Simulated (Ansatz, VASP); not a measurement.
## Two plane-wave programs on CaSe

Contents of INCAR:

```
SYSTEM = CaSe
ALGO = Normal ; EDIFF = 1E-6
ENCUT = 520 ; GGA = PE
ISIF = 2 ; ISMEAR = 0
LASPH = .TRUE. ; LCHARG = .FALSE.
LREAL = .FALSE. ; LWAVE = .FALSE.
NBANDS = 15 ; NELM = 100
PREC = Accurate ; SIGMA = 0.05
```

KPOINTS

```
k-points
0
G
  6 6 6
  0 0 0
```

POSCAR

```
CaSe
1.0
    0.0000000000      3.1680000000      3.3000000000
    3.1680000000      0.0000000000      3.3000000000
    3.1680000000      3.1680000000      0.0000000000
Ca Se
1 1
Direct
    0.0000000000      0.0000000000      0.0000000000
    0.7500000000      0.7500000000      0.7500000000
```

Input for Ansatz:

```yaml
crystal:
  lattice:
    - [0.0, 3.168, 3.3]
    - [3.168, 0.0, 3.3]
    - [3.168, 3.168, 0.0]
  atoms:
    - { symbol: Ca, position: [0.0, 0.0, 0.0] }
    - { symbol: Se, position: [0.75, 0.75, 0.75] }
basis:
  ecutwfc: 420
kpoints:
  mp_grid: { grid: [6, 6, 6] }
hamiltonian:
  xc: pbe
scf:
  occupations: { method: gaussian, width: 0.05 }
output:
  forces: true
  stress: true
  eigenvalues: true
```

Change from the starting cell: strain -0.040 along x and y, +0.000 along z, atoms carried along.

Alike in both runs: task single point; functional PBE; k mesh 6 × 6 × 6; occupations gaussian, width 0.05 eV; no spin polarisation.

|  | VASP | Ansatz |
| --- | --- | --- |
| version | VASP 6.6.1 | Ansatz 0.2.0 |
| potentials or method | VASP PAW PBE potentials, release 64 (Ca_sv, Se), cutoff 520 eV | scalar-relativistic, plane waves, PAW |
| valence electrons in the cell | 16 | 26 |

```tsv
	VASP	Ansatz	Ansatz less VASP
gap on the k mesh at the Fermi level (eV)	3.32	3.32	+0.002
least direct gap on the mesh (eV)	3.44	3.45	+0.006
pressure (GPa)	3.0	2.9	-0.13
traceless stress, the component that is largest in VASP (GPa)	-0.05	-0.06	-0.008
```

The functional is the same, so the differences come from potentials, cutoffs and numerics. VASP's potentials hold 16 valence electrons a cell and Ansatz's 26, so a difference there can come from the potentials and not from the codes.
